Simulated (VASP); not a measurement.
Here is a VASP 6.6.1 calculation.

The input INCAR:

```
PREC     = Accurate       # precision mode
ENCUT    = 520            # plane-wave cutoff, eV
EDIFF    = 1E-7           # SCF threshold, eV
ISMEAR   = -1             # smearing method
SIGMA    = 0.05           # smearing width, eV
LREAL    = False          # projectors in reciprocal space
LASPH    = True           # aspherical terms in the spheres
NELM     = 60             # most SCF steps
ALGO     = Normal         # electronic algorithm
ISIF     = 2              # what is computed and relaxed
LWAVE    = False          # write WAVECAR
LCHARG   = False          # write CHGCAR
GGA      = CA             # functional
NBANDS   = 13             # bands
```

File KPOINTS:

```
Automatic mesh
0
Gamma
  9 9 9
```

POSCAR

```
Pb
1.0
    0.0000000000      2.4388728221      2.4388728221
    2.4388728221      0.0000000000      2.4388728221
    2.4388728221      2.4388728221      0.0000000000
Pb
1
Direct
    0.0000000000      0.0000000000      0.0000000000
```

Potentials or basis: VASP PAW LDA potentials, release 64 (Pb_d).

The run is started by

```bash
$ cat potpaw_LDA.64/Pb_d/POTCAR > POTCAR
$ mpirun -np 1 vasp_std > vasp.out
```

Estimate the band gap on the k mesh.

zero (band 7 reaches 15.22 eV, above the bottom of band 8 at 5.88 eV).

What does it give for the pressure?

0.0 GPa.

Caveat: spin-orbit coupling is left out, which moves the levels of the heavy elements.
